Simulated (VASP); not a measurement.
# Ti (P6_3/mmc) in VASP: further runs, part 2 of 3

VASP 6.6.1. The steps go on from the part before.

## 3. Single point, PBE

This run uses another cell than the first one, of 16.08 Å³/atom, 1.065 times its volume.

INCAR reads:

```
PREC = Accurate
ENCUT = 520
EDIFF = 1E-7
ISMEAR = -1
SIGMA = 0.05
LREAL = F
LASPH = T
NELM = 60
ALGO = Normal
ISIF = 2
LWAVE = F
LCHARG = F
GGA = PE
NBANDS = 19
```

KPOINTS reads:

```
regular mesh
0
Gamma
  10 10 6
```

POSCAR reads:

```
Ti
1.0
    2.8653072841      0.0000000000      0.0000000000
   -1.4326536421      2.4814288977      0.0000000000
    0.0000000000      0.0000000000      4.5241239483
Ti
2
Direct
    0.6666666667      0.3333333333      0.7500000000
    0.3333333333      0.6666666667      0.2500000000
```

Potentials or basis: VASP PAW PBE potentials, release 64 (Ti_sv).

Run with:

```console
$ cat potpaw_PBE.64/Ti_sv/POTCAR > POTCAR
$ mpirun -np 1 vasp_std > vasp.out
```

OUTCAR:

```text
PREC = Accurate
   ENCUT = 520
   EDIFF = 1E-7
   ISMEAR = -1
   LREAL = F
   LASPH = T
   NELM = 60
   ISIF = 2
   GGA = PE

 ion  position               nearest neighbor table
   1  0.667  0.333  0.750-   2 2.80   2 2.80   2 2.80   2 2.80   2 2.80   2 2.80
   2  0.333  0.667  0.250-   1 2.80   1 2.80   1 2.80   1 2.80   1 2.80   1 2.80

  LATTYP: Found a hexagonal cell.
 ALAT       =     2.8653072841
 C/A-ratio  =     1.5789315071

  Lattice vectors:

 A1 = (   2.8653072841,   0.0000000000,   0.0000000000)
 A2 = (  -1.4326536421,   2.4814288977,   0.0000000000)
 A3 = (   0.0000000000,   0.0000000000,   4.5241239483)

Analysis of symmetry for initial positions (statically):
=====================================================================
 Subroutine PRICEL returns:
 Original cell was already a primitive cell.

 Routine SETGRP: Setting up the symmetry group for a
 hexagonal supercell.

 Subroutine GETGRP returns: Found 24 space group operations
 (whereof 12 operations were pure point group operations)
 out of a pool of 24 trial point group operations.

The static configuration has the point symmetry D_3d.
 The point group associated with its full space group is D_6h.

Analysis of symmetry for dynamics (positions and initial velocities):
=====================================================================
 Subroutine PRICEL returns:
 Original cell was already a primitive cell.

 Routine SETGRP: Setting up the symmetry group for a
 hexagonal supercell.

 Subroutine GETGRP returns: Found 24 space group operations
 (whereof 12 operations were pure point group operations)
 out of a pool of 24 trial point group operations.

The dynamic configuration has the point symmetry D_3d.
 The point group associated with its full space group is D_6h.

 Subroutine INISYM returns: Found 24 space group operations
 (whereof 12 operations are pure point group operations),
 and found     1 'primitive' translations

----------------------------------------------------------------------------------------

                                     Primitive cell

  volume of cell :      32.1668

  direct lattice vectors                    reciprocal lattice vectors
     2.865307284  0.000000000  0.000000000     0.349002708  0.201496807  0.000000000
    -1.432653642  2.481428898  0.000000000     0.000000000  0.402993614  0.000000000
     0.000000000  0.000000000  4.524123948     0.000000000  0.000000000  0.221037269

  length of vectors
     2.865307284  2.865307284  4.524123948     0.402993614  0.402993614  0.221037269

  position of ions in fractional coordinates (direct lattice)
     0.666666667  0.333333333  0.750000000
     0.333333333  0.666666667  0.250000000

  ion indices of the primitive-cell ions
   primitive index   ion index
                 1           1
                 2           2

----------------------------------------------------------------------------------------

 KPOINTS: regular mesh

Automatic generation of k-mesh.
 Grid dimensions read from file:
 generate k-points for:   10   10    6

 Generating k-lattice:

  Cartesian coordinates                     Fractional coordinates (reciprocal lattice)
     0.034900271  0.020149681  0.000000000     0.100000000  0.000000000  0.000000000
     0.000000000  0.040299361  0.000000000     0.000000000  0.100000000  0.000000000
     0.000000000  0.000000000  0.036839545     0.000000000  0.000000000  0.166666667

  Length of vectors
     0.040299361  0.040299361  0.036839545

  Shift w.r.t. Gamma in fractional coordinates (k-lattice)
     0.000000000  0.000000000  0.000000000

 Subroutine IBZKPT returns following result:
 ===========================================

 Found     56 irreducible k-points:

 Following reciprocal coordinates:
            Coordinates               Weight
  0.000000  0.000000  0.000000      1.000000
  0.100000  0.000000  0.000000      6.000000
  0.200000  0.000000  0.000000      6.000000
  0.300000 -0.000000  0.000000      6.000000
  0.400000  0.000000  0.000000      6.000000
  0.500000  0.000000  0.000000      3.000000
[... 16 lines left out ...]
  0.300000  0.100000  0.166667     24.000000
  0.400000  0.100000  0.166667     24.000000
 [... further k-points ...]
   k-points           NKPTS =     56   k-points in BZ     NKDIM =     56   number of bands    NBANDS=     19
   number of dos      NEDOS =    301   number of ions     NIONS =      2
   total plane-waves  NPLWV =  20736
   dimension x,y,z NGX =    24 NGY =   24 NGZ =   36
   dimension x,y,z NGXF=    48 NGYF=   48 NGZF=   72
   ions per type =               2
   NGX,Y,Z   is equivalent  to a cutoff of  13.92, 13.92, 13.23 a.u.
   NGXF,Y,Z  is equivalent  to a cutoff of  27.85, 27.85, 26.46 a.u.
 SYSTEM =  unknown system
   PREC   = accura    normal or accurate (medium, high low for compatibility)
   ISTART =      0    job   : 0-new  1-cont  2-samecut
   ICHARG =      2    charge: 1-file 2-atom 10-const
   ISPIN  =      1    spin polarized calculation?
   LNONCOLLINEAR =      F non collinear calculations
   LSORBIT =      F    spin-orbit coupling
   LASPH  =      T    aspherical Exc in radial PAW
   ENCUT  =  520.0 eV  38.22 Ry    6.18 a.u.   5.33  5.33  8.41*2*pi/ulx,y,z
   NELM   =     60;   NELMIN=  2; NELMDL= -5     # of ELM steps
   EDIFF  = 0.1E-06   stopping-criterion for ELM
   LREAL  =      F    real-space projection
   EDIFFG = 0.1E-05   stopping-criterion for IOM
   NSW    =      0    number of steps for IOM
   IBRION =     -1    ionic relax: 0-MD 1-quasi-New 2-CG
   NFREE  =      0    steps in history (QN), initial steepest desc. (CG)
   ISIF   =      2    stress and relaxation
   ISYM   =      2    0-nonsym 1-usesym 2-fastsym
   POTIM  = 0.5000    time-step for ionic-motion
   TEBEG  =    0.0;   TEEND  =   0.0 temperature during run
   PSTRESS=    0.0 pullay stress
   NELECT =      24.0000    total number of electrons
   NUPDOWN=      -1.0000    fix difference up-down
   EMIN   =  10.00;   EMAX   =-10.00  energy-range for DOS
   EFERMI =   0.00;   METHOD = LEGACY
   ISMEAR =    -1;   SIGMA  =   0.05  broadening in eV -4-tet -1-fermi 0-gaus
   EFERMI_NEDOS =   21; number of points for ismear=-14 and -15
   IALGO  =     38    algorithm
   IMIX   =      4    mixing-type and parameters
     AMIX     =   0.40;   BMIX     =  1.00
     AMIX_MAG =   1.60;   BMIX_MAG =  1.00
  volume/ion in A,a.u.               =      16.08       108.54
  Fermi-wavevector in a.u.,A,eV,Ry     =   1.484828  2.805918 29.996946  2.204713
  Thomas-Fermi vector in A             =   2.598316
   LORBIT       =      0    0 simple, 1 ext, 2 COOP (PROOUT), +10 PAW based schemes
   GGA     = PE    functional components
   LHFCALC =     F    Hartree Fock is set to
   AEXX    =    0.0000 exact exchange contribution
   IVDW    =     0    specifies the selected vdW correction
   LEPSILON=     F    determine dielectric tensor
   LRPA    =     F    only Hartree local field effects (RPA)
 non-spin polarized calculation
  energy-cutoff  :      520.00
  volume of cell :       32.17
 maximum number of plane-waves:       882
 NGX is ok and might be reduce to    24
   NGX = 11   NGY = 11   NGZ = 17

 number of electron      24.0000002 magnetization

 Free energy of the ion-electron system (eV)
  ---------------------------------------------------
  ext. energy  EPLUGINS =         0.00000000
  ---------------------------------------------------
  free energy    TOTEN  =       -15.60564748 eV

  energy without entropy =      -15.58746378  energy(sigma->0) =      -15.59655563

 E-fermi :   9.1712     XC(G=0): -11.8642

 val. band max:        9.1629457370   @ k =   0.3000   0.2000   0.5000
 cond. band min:       9.1989077152   @ k =   0.3000   0.2000   0.3333
 fundamental gap:      0.0359619782
 Fermi energy:         9.1712165473

 k-point     1 :       0.0000    0.0000    0.0000
  band No.  band energies     occupation
      1     -47.5601      2.00000
      2     -47.3718      2.00000
      3     -24.2477      2.00000
      4     -23.4325      2.00000
      5     -23.4325      2.00000
      6     -23.3371      2.00000
[... 11 lines left out ...]
     18      10.9219      0.00000
     19      12.6320      0.00000

 k-point     2 :       0.1000    0.0000    0.0000
  band No.  band energies     occupation
      1     -47.5469      2.00000
      2     -47.3668      2.00000
      3     -24.2197      2.00000
      4     -23.4894      2.00000
      5     -23.4515      2.00000
      6     -23.3630      2.00000
[... 476 lines left out ...]
 k-point    24 :       0.4000    0.1000    0.1667
  band No.  band energies     occupation
      1     -47.3963      2.00000
      2     -47.3430      2.00000
      3     -24.0605      2.00000
      4     -23.9133      2.00000
      5     -23.7727      2.00000
      6     -23.6200      2.00000
[... 11 lines left out ...]
     18      12.9367      0.00000
     19      13.7426      0.00000

 [... further k-points ...]
[... 5 lines left out ...]
  --------------------------------------------------------------------------------------
  -------------------------------------------------------------------------------------
  Total        1.9253440      1.9253440      1.9258392     -0.0000000      0.0000000      0.0000000
  in kB       95.8984032     95.8984032     95.9230704     -0.0000000      0.0000000      0.0000000
  external PRESSURE =      95.9066256 kB  Pullay stress =       0.0000000 kB

 VOLUME and BASIS-vectors are now :
 -----------------------------------------------------------------------------
  energy-cutoff  :      520.00
  volume of cell :       32.17
      direct lattice vectors                 reciprocal lattice vectors
     2.865307284  0.000000000  0.000000000     0.349002708  0.201496807  0.000000000
    -1.432653642  2.481428898  0.000000000     0.000000000  0.402993614  0.000000000
     0.000000000  0.000000000  4.524123948     0.000000000  0.000000000  0.221037269

 POSITION                                       TOTAL-FORCE (eV/Angst)
 -----------------------------------------------------------------------------------
      1.43265      0.82714      3.39309        -0.000000      0.000000      0.000000
     -0.00000      1.65429      1.13103         0.000000     -0.000000      0.000000
 -----------------------------------------------------------------------------------
    total drift:                               -0.000000      0.000000     -0.000000

  FREE ENERGIE OF THE ION-ELECTRON SYSTEM (eV)
  ---------------------------------------------------
  free  energy   TOTEN  =       -15.6056474817 eV

  energy  without entropy=      -15.5874637791  energy(sigma->0) =      -15.59655563
```

OSZICAR:

```text
N       E                     dE             d eps       ncg     rms          rms(c)
DAV:   1     0.263655621283E+03    0.26366E+03   -0.13216E+04  2128   0.160E+03
DAV:   2     0.126238126359E+02   -0.25103E+03   -0.24697E+03  2193   0.444E+02
DAV:   3    -0.161980790229E+02   -0.28822E+02   -0.28511E+02  3898   0.125E+02
DAV:   4    -0.173715054845E+02   -0.11734E+01   -0.11723E+01  2429   0.260E+01
DAV:   5    -0.174250983536E+02   -0.53593E-01   -0.53588E-01  3048   0.404E+00    0.128E+01
DAV:   6    -0.155896613369E+02    0.18354E+01   -0.63642E+00  2459   0.262E+01    0.347E+00
DAV:   7    -0.155789264210E+02    0.10735E-01   -0.71328E-01  3185   0.650E+00    0.214E+00
DAV:   8    -0.156142785060E+02   -0.35352E-01   -0.23073E-01  2318   0.545E+00    0.817E-01
DAV:   9    -0.156051491118E+02    0.91294E-02   -0.48529E-02  2392   0.237E+00    0.801E-02
DAV:  10    -0.156056425499E+02   -0.49344E-03   -0.37775E-03  3011   0.372E-01    0.777E-02
DAV:  11    -0.156056607100E+02   -0.18160E-04   -0.11293E-04  2749   0.835E-02    0.390E-02
DAV:  12    -0.156056461879E+02    0.14522E-04   -0.40813E-05  2295   0.576E-02    0.190E-03
DAV:  13    -0.156056463434E+02   -0.15543E-06   -0.11397E-06  2603   0.931E-03    0.181E-03
DAV:  14    -0.156056475137E+02   -0.11703E-05   -0.23191E-07  2070   0.369E-03    0.762E-04
DAV:  15    -0.156056474817E+02    0.31948E-07   -0.29475E-08  1154   0.136E-03
   1 F= -.15605647E+02 E0= -.15596556E+02  d E =-.181837E-01
```

It took 26 s on 1 thread of Intel Xeon Platinum 8259CL at 2.50GHz (Skylake/Cascade Lake), shared host; peak memory 0.16 GiB.

Results:

| Property | Result |
| --- | --- |
| Free energy | -15.6056 eV |
| Pressure | 9.6 GPa |
| Band gap on the k mesh | zero (band 12 reaches 9.99 eV, above the bottom of band 13 at 8.98 eV) |

(Continued in part 3 of 3.)
